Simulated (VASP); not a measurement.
# H6C2O in VASP: further runs, part 3 of 3

VASP 6.6.1. Earlier steps stand in the parts before.

### Step 6. Relaxation of the atoms, PBE

Contents of INCAR:

```
ALGO = Normal
EDIFF = 1E-6
EDIFFG = -0.3
ENCUT = 520
GGA = PE
IBRION = 2
ISIF = 2
ISMEAR = -1
LASPH = True
LCHARG = False
LREAL = Auto
LWAVE = False
NELM = 60
NSW = 35
PREC = Accurate
SIGMA = 0.02
```

Contents of KPOINTS:

```
k-points
0
Gamma
  1 1 1
```

Contents of POSCAR:

```
H6C2O
1.0
    7.2936330000      0.0000000000      0.0000000000
    0.0000000000      7.2936330000      0.0000000000
    0.0000000000      0.0000000000      7.2936330000
C O H
8 4 24
Direct
    0.6833725000      0.6998357000      0.4884367000
    0.4974778000      0.7890799000      0.4672253000
    0.8233186000      0.2613462000      0.6280137000
    0.6214167000      0.2157721000      0.6394117000
    1.0094862000      0.8102398000      0.9197805000
    0.8080157000      0.8318001000      0.8760076000
    0.2334046000      0.2897112000      0.2170160000
    0.0915762000      0.4381481000      0.2456953000
    0.3714257000      0.6482256000      0.4168139000
    0.5604758000      0.2685323000      0.8176614000
    0.7323022000      0.6518665000      0.8632902000
   -0.0766949000      0.3722173000      0.1708064000
    0.2514819000      0.7043908000      0.4028742000
    0.4562536000      0.8545069000      0.5965926000
    0.5032327000      0.8965339000      0.3616956000
    0.7866821000      0.8012826000      0.5272491000
    0.6776295000      0.5939703000      0.5941037000
    0.7245529000      0.6359475000      0.3594854000
    0.4307384000      0.2397156000      0.8262158000
    0.5453830000      0.2897850000      0.5323744000
    0.6001323000      0.0683112000      0.6166464000
    0.8785437000      0.2239193000      0.4937745000
    0.8440311000      0.4080253000      0.6495122000
    0.8987155000      0.1868143000      0.7336843000
    0.6027371000      0.6644084000      0.8351663000
    0.7396556000      0.9115053000      0.9841278000
    0.7907998000      0.9067863000      0.7464056000
    1.0757717000      0.9441890000      0.9313823000
    1.0262446000      0.7367561000      1.0491067000
    1.0773281000      0.7320427000      0.8116664000
   -0.1687135000      0.4668200000      0.1886471000
    0.0770019000      0.4683079000      0.3926442000
    0.1348919000      0.5652403000      0.1772313000
    0.3663053000      0.3321699000      0.2718374000
    0.1906682000      0.1639765000      0.2860837000
    0.2484895000      0.2607939000      0.0709263000
```

Potentials or basis: VASP PAW PBE potentials, release 64 (C, O, H).

Run with:

```sh
$ cat potpaw_PBE.64/C/POTCAR potpaw_PBE.64/O/POTCAR potpaw_PBE.64/H/POTCAR > POTCAR
$ mpirun -np 1 vasp_gam > vasp.out
```

Run time: 22 min. Hardware: 1 thread of Intel Xeon 8259CL, shared host; peak memory 0.41 GiB.

Results (log left out):

```yaml
Free_energy: -187.5284 eV
Energy_gained_by_relaxing: 19.6 meV/atom
Ionic_steps: 25
Pressure_after_relaxing: 0.9 GPa
Largest_force_after_relaxing: 0.294 eV/Å
Band_gap_on_the_k_mesh: 4.34 eV
```

Forces on the atoms (eV/Å):
```
C    0.042  0.056  0.020
C   -0.123  0.042  0.054
C   -0.046  0.011 -0.025
C   -0.288 -0.053  0.022
C    0.020  0.034 -0.019
C   -0.031  0.037 -0.005
C    0.113 -0.087 -0.011
C   -0.162  0.118 -0.028
O   -0.124  0.188  0.062
O    0.121  0.124  0.037
O    0.090  0.050  0.094
O   -0.092 -0.214 -0.049
H    0.089 -0.099  0.032
H   -0.014 -0.089 -0.210
H    0.035 -0.039  0.101
H   -0.006  0.038 -0.044
H    0.052  0.046 -0.038
H    0.023  0.017 -0.004
H    0.025  0.071  0.035
H    0.004  0.071 -0.070
H   -0.061 -0.118 -0.033
H    0.093 -0.025 -0.078
H    0.085  0.157  0.109
H    0.069 -0.043  0.143
H   -0.007 -0.160  0.084
H   -0.082 -0.077  0.020
H    0.036 -0.025  0.073
H   -0.050  0.006 -0.113
H    0.042  0.030 -0.002
H    0.098  0.008  0.030
H   -0.038  0.037 -0.150
H    0.005 -0.057  0.086
H    0.091  0.088 -0.079
H    0.022 -0.017 -0.031
H   -0.083 -0.072  0.049
H    0.053 -0.052 -0.061
```

Stress tensor (GPa, compression positive):
```
1.07 0.29 0.09
0.29 1.05 0.00
0.09 0.00 0.70
```

The path:
```tsv
step	energy change (eV)	largest force (eV/Å)	pressure (GPa)
1	0.0000	0.6635	2.21
2	-0.0146	1.1390	1.74
3	-0.0405	0.5819	1.94
4	-0.0941	0.4291	1.50
5	-0.1136	0.9332	1.03
6	-0.1467	0.5165	1.02
7	-0.1677	0.5769	1.01
8	-0.1994	0.3857	0.99
9	-0.2323	0.7890	0.94
10	-0.2523	0.7537	0.96
11	-0.3004	0.7316	1.01
12	-0.3435	0.8002	1.07
13	-0.4101	0.4864	1.01
14	-0.4380	0.7987	0.96
15	-0.4903	0.5038	0.65
16	-0.4980	0.6594	0.48
17	-0.5539	0.5039	0.35
18	-0.5747	0.7649	0.22
19	-0.6187	0.4959	0.41
20	-0.6192	0.5877	0.43
21	-0.6523	0.4263	0.66
22	-0.6546	0.6344	0.74
23	-0.6825	0.3517	0.86
24	-0.6891	0.4305	0.95
25	-0.7065	0.2940	0.94
```

Final structure:
```
C O H
1.0
     7.29363    0.00000    0.00000
     0.00000    7.29363    0.00000
     0.00000    0.00000    7.29363
C O H
8 4 24
Direct
  0.68268 0.70626 0.44445
  0.49498 0.79279 0.45291
  0.82871 0.25931 0.63633
  0.62495 0.22857 0.64482
  0.01356 0.82567 0.92781
  0.80687 0.84156 0.91524
  0.23207 0.27399 0.21705
  0.08391 0.41544 0.24585
  0.36455 0.65007 0.41400
  0.55181 0.28119 0.82122
  0.72901 0.66538 0.96157
  0.91416 0.35246 0.17298
  0.24472 0.70686 0.39961
  0.46804 0.85099 0.59156
  0.48176 0.90496 0.35150
  0.79049 0.80634 0.47619
  0.69069 0.59393 0.54381
  0.70642 0.65050 0.30706
  0.42398 0.24341 0.82382
  0.55455 0.30542 0.53561
  0.59704 0.08284 0.62145
  0.87427 0.22211 0.49830
  0.86338 0.40300 0.65957
  0.90137 0.17631 0.73766
  0.62073 0.64266 0.88752
  0.75723 0.94911 0.00952
  0.76439 0.88050 0.77560
  0.07985 0.96086 0.93034
  0.04959 0.75735 0.05686
  0.06789 0.74313 0.81406
  0.84700 0.45472 0.11863
  0.06922 0.44714 0.39326
  0.12548 0.54286 0.17756
  0.36270 0.32468 0.27076
  0.19899 0.14398 0.28519
  0.24708 0.24661 0.06991
```

Levels at points of the mesh, in eV from the valence-band top:
```
           k point  band 36  band 37  band 38  band 39  band 40  band 41  band 42  band 43  band 44  band 45
(0.00, 0.00, 0.00)    -1.58    -0.74    -0.50    -0.35     0.00     4.34     5.38     5.92     6.30     6.41
```

Caveat: the k points lie up to 0.86 Å⁻¹ apart, too coarse for converged energies, forces and pressures; the relaxation stopped at a loose force limit of 0.3 eV/Å, so its end isn't a converged minimum.

### Step 7. The runs side by side

```csv
task,cell,gap on the mesh (eV),pressure (GPa),largest force (eV/Å)
single point,"as given, atomic positions A",4.14,-0.3,7.15
single point,"as given, atomic positions B",4.31,-0.9,7.55
single point,"as given, atomic positions C",4.24,-0.8,8.71
single point,"as given, atomic positions D",4.15,2.3,7.28
relaxation of the atoms,"atoms relaxed, atomic positions E",4.34,0.9,0.29
```

Alike in all rows: level PBE; potentials or basis VASP PAW PBE potentials, release 64 (C, O, H); no spin polarisation; k mesh 1 × 1 × 1; cutoff (eV) 520; smearing fermi-dirac 0.02 eV.

Caveats: all runs use coarse meshes; the atoms stand as in a frame of molecular dynamics (at least some runs); the relaxation stopped at a loose force limit of 0.3 eV/Å, so its end isn't a converged minimum (at least some runs).

Total energies depend on the potentials used, so only differences within one code and one set of settings carry meaning.
